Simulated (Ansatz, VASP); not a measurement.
Ir: VASP beside Ansatz

```
CELL_PARAMETERS angstrom
0.00000 1.93533 1.93533
1.93533 0.00000 1.93533
1.93533 1.93533 0.00000
ATOMIC_POSITIONS crystal
Ir 0.00000 0.00000 0.00000
```

Alike in both runs: task relaxation of cell and atoms; functional PBE; k mesh 20 × 20 × 20; occupations fermi-dirac, width 0.15 eV; no spin polarisation.

|  | VASP | Ansatz |
| --- | --- | --- |
| version | VASP 6.6.1 | Ansatz 0.2.0 |
| potentials or method | VASP PAW PBE potentials, release 64 (Ir), cutoff 600 eV | scalar-relativistic, plane waves, PAW |
| valence electrons in the cell | 9 | 17 |

|  | VASP | Ansatz | Ansatz less VASP |
| --- | --- | --- | --- |
| gap on the k mesh at the Fermi level, each at its own relaxed structure (eV) | none | none | - |
| relaxed volume (Å³/atom) | 14.55 | 14.52 | -0.025 |
| relaxed cell length with the largest relative difference (Å) | 2.740 | 2.739 | -0.0016 |

A gap of «none» marks a metal or a gap that the smearing closes. VASP's potentials hold 9 valence electrons a cell and Ansatz's 17, so a difference there can come from the potentials and not from the codes.

Spin-orbit coupling is off throughout.
